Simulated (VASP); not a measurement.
# Y2Mo (P6/mmm) in VASP: relaxation of cell and atoms with PBE+D4

Aim: the relaxation of cell and atoms of Y2Mo with PBE+D4.

All numbers are computed with VASP 6.6.1; they aren't measurements. Logs are shortened: lines on timing, memory, paths and dates and some standing lists are left out, and cuts for length are marked.

## Step 1: The cell of the first run

It takes space group P6/mmm (No. 191, hexagonal). Conventional cell: a = 5.176 Å, b = 5.176 Å, c = 3.038 Å, α = 90.00°, β = 90.00°, γ = 120.00°. Y (site symmetry -6m2) has 5 Y at 2.99 to 3.04 Å and 6 Mo at 3.35 Å within 3.9 Å. Mo (site symmetry 6/mmm) has 2 Mo at 3.04 Å and 12 Y at 3.35 Å within 4.0 Å.

## Step 2: Relaxation of cell and atoms, PBE+D4

INCAR reads:

```
SYSTEM = Y2Mo
PREC     = Accurate       ! precision mode
ENCUT    = 600            ! plane-wave cutoff, eV
EDIFF    = 1E-6           ! SCF threshold, eV
ISMEAR   = 0              ! smearing method
SIGMA    = 0.1            ! smearing width, eV
LREAL    = .FALSE.        ! projectors in reciprocal space
LASPH    = .TRUE.         ! aspherical terms in the spheres
NELM     = 100            ! most SCF steps
ALGO     = Fast           ! electronic algorithm
ISIF     = 3              ! what is computed and relaxed
LWAVE    = .FALSE.        ! write WAVECAR
LCHARG   = .FALSE.        ! write CHGCAR
GGA      = PE             ! functional
IVDW     = 13             ! dispersion correction
IBRION   = 2              ! ionic algorithm
NSW      = 100            ! ionic steps
EDIFFG   = -0.01          ! ionic threshold
```

KPOINTS reads:

```
regular mesh
0
G
  12 12 16
  0 0 0
```

POSCAR reads:

```
Y2Mo
1.0
    5.1760779084      0.0000000000      0.0000000000
   -2.5880389542      4.4826149607      0.0000000000
    0.0000000000      0.0000000000      3.0376804704
Y Mo
2 1
Direct
    0.3333333333      0.6666666667      0.5000000000
    0.6666666667      0.3333333333      0.5000000000
    0.0000000000      0.0000000000      0.0000000000
```

Potentials or basis: VASP PAW PBE potentials, release 64 (Y_sv, Mo_sv).

Started as:

```sh
> cat potpaw_PBE.64/Y_sv/POTCAR potpaw_PBE.64/Mo_sv/POTCAR > POTCAR
> mpirun -np 1 vasp_std > vasp.out
```

OUTCAR:

```text
SYSTEM = Y2Mo
   PREC = Accurate
   ENCUT = 600
   EDIFF = 1E-6
   ISMEAR = 0
   LREAL = .FALSE.
   LASPH = .TRUE.
   NELM = 100
   ISIF = 3
   GGA = PE
   IVDW = 13
   IBRION = 2
   NSW = 100
   EDIFFG = -0.01

 ion  position               nearest neighbor table
   1  0.333  0.667  0.500-   2 2.99   2 2.99   2 2.99   3 3.35   3 3.35   3 3.35   3 3.35   3 3.35
                             3 3.35   2 4.26   2 4.26   2 4.26   2 4.26   2 4.26   2 4.26
   2  0.667  0.333  0.500-   1 2.99   1 2.99   1 2.99   3 3.35   3 3.35   3 3.35   3 3.35   3 3.35
                             3 3.35   1 4.26   1 4.26   1 4.26   1 4.26   1 4.26   1 4.26
   3  0.000  0.000  0.000-   1 3.35   2 3.35   1 3.35   2 3.35   2 3.35   2 3.35   1 3.35   1 3.35
                             2 3.35   2 3.35   1 3.35   1 3.35

  LATTYP: Found a hexagonal cell.
 ALAT       =     5.1760779084
 C/A-ratio  =     0.5868691554

  Lattice vectors:

 A1 = (   5.1760779084,   0.0000000000,   0.0000000000)
 A2 = (  -2.5880389542,   4.4826149607,   0.0000000000)
 A3 = (   0.0000000000,   0.0000000000,   3.0376804704)

Analysis of symmetry for initial positions (statically):
=====================================================================
 Subroutine PRICEL returns:
 Original cell was already a primitive cell.

 Routine SETGRP: Setting up the symmetry group for a
 hexagonal supercell.

 Subroutine GETGRP returns: Found 24 space group operations
 (whereof 24 operations were pure point group operations)
 out of a pool of 24 trial point group operations.

The static configuration has the point symmetry D_6h.

Analysis of symmetry for dynamics (positions and initial velocities):
=====================================================================
 Subroutine PRICEL returns:
 Original cell was already a primitive cell.

 Routine SETGRP: Setting up the symmetry group for a
 hexagonal supercell.

 Subroutine GETGRP returns: Found 24 space group operations
 (whereof 24 operations were pure point group operations)
 out of a pool of 24 trial point group operations.

The dynamic configuration has the point symmetry D_6h.

 Subroutine INISYM returns: Found 24 space group operations
 (whereof 24 operations are pure point group operations),
 and found     1 'primitive' translations

----------------------------------------------------------------------------------------

                                     Primitive cell

  volume of cell :      70.4814

  direct lattice vectors                    reciprocal lattice vectors
     5.176077908  0.000000000  0.000000000     0.193196474  0.111542036  0.000000000
    -2.588038954  4.482614961  0.000000000     0.000000000  0.223084072  0.000000000
     0.000000000  0.000000000  3.037680470     0.000000000  0.000000000  0.329198548
[... 75 lines left out ...]
   NGXF,Y,Z  is equivalent  to a cutoff of  26.98, 26.98, 26.27 a.u.
 SYSTEM =  Y2Mo
   PREC   = accura    normal or accurate (medium, high low for compatibility)
   ISTART =      0    job   : 0-new  1-cont  2-samecut
   ICHARG =      2    charge: 1-file 2-atom 10-const
   ISPIN  =      1    spin polarized calculation?
   LNONCOLLINEAR =      F non collinear calculations
   LSORBIT =      F    spin-orbit coupling
   LASPH  =      T    aspherical Exc in radial PAW
   ENCUT  =  600.0 eV  44.10 Ry    6.64 a.u.  10.34 10.34  6.07*2*pi/ulx,y,z
   NELM   =    100;   NELMIN=  2; NELMDL= -5     # of ELM steps
   EDIFF  = 0.1E-05   stopping-criterion for ELM
   LREAL  =      F    real-space projection
   EDIFFG = -.1E-01   stopping-criterion for IOM
   NSW    =    100    number of steps for IOM
   IBRION =      2    ionic relax: 0-MD 1-quasi-New 2-CG
   NFREE  =      1    steps in history (QN), initial steepest desc. (CG)
   ISIF   =      3    stress and relaxation
   ISYM   =      2    0-nonsym 1-usesym 2-fastsym
   POTIM  = 0.5000    time-step for ionic-motion
   TEBEG  =    0.0;   TEEND  =   0.0 temperature during run
   PSTRESS=    0.0 pullay stress
   NELECT =      36.0000    total number of electrons
   NUPDOWN=      -1.0000    fix difference up-down
   EMIN   =  10.00;   EMAX   =-10.00  energy-range for DOS
   EFERMI =   0.00;   METHOD = LEGACY
   ISMEAR =     0;   SIGMA  =   0.10  broadening in eV -4-tet -1-fermi 0-gaus
   EFERMI_NEDOS =   21; number of points for ismear=-14 and -15
   IALGO  =     68    algorithm
   IMIX   =      4    mixing-type and parameters
     AMIX     =   0.40;   BMIX     =  1.00
     AMIX_MAG =   1.60;   BMIX_MAG =  1.00
  volume/ion in A,a.u.               =      23.49       158.54
  Fermi-wavevector in a.u.,A,eV,Ry     =   1.308632  2.472956 23.300220  1.712518
  Thomas-Fermi vector in A             =   2.439286
   LORBIT       =      0    0 simple, 1 ext, 2 COOP (PROOUT), +10 PAW based schemes
   GGA     = PE    functional components
   LHFCALC =     F    Hartree Fock is set to
   AEXX    =    0.0000 exact exchange contribution
   IVDW    =    13    specifies the selected vdW correction
   LEPSILON=     F    determine dielectric tensor
   LRPA    =     F    only Hartree local field effects (RPA)
 conjugate gradient relaxation of ions
 non-spin polarized calculation
 RMM-DIIS sequential band-by-band and
 Gauss-broadening in eV      SIGMA  =   0.10
  energy-cutoff  :      600.00
  volume of cell :       70.48
 maximum number of plane-waves:      2388
 NGX is ok and might be reduce to    42
   NGX = 21   NGY = 21   NGZ = 13

--------------------------------------- Ionic step        1  -------------------------------------------

 number of electron      36.0000004 magnetization

 Free energy of the ion-electron system (eV)
  ---------------------------------------------------
  ext. energy  EPLUGINS =         0.00000000
  ---------------------------------------------------
  free energy    TOTEN  =       -22.09510989 eV

  energy without entropy =      -22.07085265  energy(sigma->0) =      -22.08298127

------------------------ aborting loop because EDIFF is reached ----------------------------------------

  DFT-D4 for vdW energy calculation

  Edisp (eV):   -1.07107
[... 278 lines left out ...]
--------------------------------------- Ionic step        8  -------------------------------------------

 number of electron      36.0000002 magnetization

 Free energy of the ion-electron system (eV)
  ---------------------------------------------------
  ext. energy  EPLUGINS =         0.00000000
  ---------------------------------------------------
  free energy    TOTEN  =       -22.07886835 eV

  energy without entropy =      -22.05545096  energy(sigma->0) =      -22.06715965

 E-fermi :   5.7834     XC(G=0): -11.0942

 val. band max:        5.7830651354   @ k =   0.3333   0.1667   0.3750
 cond. band min:       5.7842435557   @ k =   0.3333   0.0833   0.5000
 fundamental gap:      0.0011784202
 Fermi energy:         5.7833966021

 k-point     1 :       0.0000    0.0000    0.0000
  band No.  band energies     occupation
      1     -54.7170      2.00000
      2     -36.5910      2.00000
      3     -36.2986      2.00000
      4     -28.7583      2.00000
      5     -28.7583      2.00000
      6     -28.5738      2.00000
[... 589 lines left out ...]
     21       7.0261      0.00000
     22       7.2221      0.00000

 [... further k-points ...]

------------------------ aborting loop because EDIFF is reached ----------------------------------------

  DFT-D4 for vdW energy calculation

  Edisp (eV):   -1.10601
[... 26 lines left out ...]
  FREE ENERGIE OF THE ION-ELECTRON SYSTEM (eV)
  ---------------------------------------------------
  free  energy   TOTEN  =       -23.1848819846 eV

  energy  without entropy=      -23.1614645938  energy(sigma->0) =      -23.17317329

 reached required accuracy - stopping structural energy minimisation
```

OSZICAR:

```text
N       E                     dE             d eps       ncg     rms          rms(c)
DAV:   1     0.264836108856E+03    0.26484E+03   -0.20673E+04  7532   0.180E+03
[... 87 lines left out ...]
       N       E                     dE             d eps       ncg     rms          rms(c)
DAV:   1    -0.220792502656E+02   -0.48660E-03   -0.17893E-02  7758   0.106E+00    0.116E-01
RMM:   2    -0.220789436631E+02    0.30660E-03   -0.37963E-04  7993   0.145E-01    0.546E-02
RMM:   3    -0.220788715707E+02    0.72092E-04   -0.23863E-04  8451   0.103E-01    0.346E-02
RMM:   4    -0.220788681810E+02    0.33898E-05   -0.66205E-05  9129   0.473E-02    0.412E-02
RMM:   5    -0.220788684798E+02   -0.29887E-06   -0.12925E-05  7196   0.186E-02    0.114E-02
RMM:   6    -0.220788683490E+02    0.13084E-06   -0.67390E-06  6564   0.133E-02
   8 F= -.23184882E+02 E0= -.23173173E+02  d E =-.106323E-03
```

Wall time 12 min (1 thread of Intel Xeon 6975P-C (Granite Rapids), shared host); peak memory 0.5 GiB.

What came out:

| Quantity | Value |
| --- | --- |
| Free energy | -23.1849 eV |
| Relaxed volume | 22.73 Å³/atom |
| Relaxed cell | a = 5.126 Å, b = 5.126 Å, c = 2.996 Å, α = 90.00°, β = 90.00°, γ = 120.00° |
| Space group after relaxing (to 0.1 Å) | P6/mmm (No. 191) |
| Energy gained by relaxing | 6.2 meV/atom |
| Ionic steps | 8 |
| Pressure after relaxing | -0.1 GPa |
| Band gap on the k mesh | zero (bands 18 and 19 overlap by 0.65 eV) |
| Dispersion energy per atom | -0.369 eV |

Step by step:
```
step  energy change (eV)  largest force (eV/Å)  pressure (GPa)  volume (Å³)
   1              0.0000                0.0000           -2.48        70.48
   2             -0.0121                0.0000            1.61        66.84
   3             -0.0186                0.0000            0.02        68.15
   4             -0.0186                0.0000           -0.04        68.20
   5             -0.0187                0.0000           -0.05        68.19
   6             -0.0187                0.0000           -0.05        68.19
   7             -0.0187                0.0000           -0.05        68.19
   8             -0.0187                0.0000           -0.05        68.19
```

Final structure:
```
CELL_PARAMETERS angstrom
5.12623 0.00000 0.00000
-2.56312 4.43945 0.00000
0.00000 0.00000 2.99633
ATOMIC_POSITIONS crystal
Y 0.33333 0.66667 0.50000
Y 0.66667 0.33333 0.50000
Mo 0.00000 0.00000 0.00000
```
